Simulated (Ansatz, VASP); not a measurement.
## Zn in VASP and in Ansatz

```
CELL_PARAMETERS angstrom
2.61436 0.00000 0.00000
-1.30718 2.26410 0.00000
0.00000 0.00000 4.87316
ATOMIC_POSITIONS crystal
Zn 0.33333 0.66667 0.25000
Zn 0.66667 0.33333 0.75000
```

Alike in both runs: task single point; functional PBEsol; k mesh 18 × 18 × 9; occupations fermi-dirac, width 0.03 eV; no spin polarisation.

```csv
,VASP,Ansatz
version,VASP 6.6.1,Ansatz 0.2.0
potentials or method,"VASP PAW PBE potentials, release 64 (Zn), cutoff 520 eV","all-electron LAPW, scalar-relativistic"
```

Ansatz gave:

```
pressure (GPa)                                                : -1.3
traceless stress, the component that is largest in VASP (GPa) : 1.69
```

Task: What did VASP give for the same quantities?

Result: Pressure (GPa): -0.9; traceless stress, the component that is largest in VASP (GPa): 1.54.

VASP's potentials were made for PBE, not for PBEsol. Ansatz ran all-electron here, and VASP with PAW potentials.
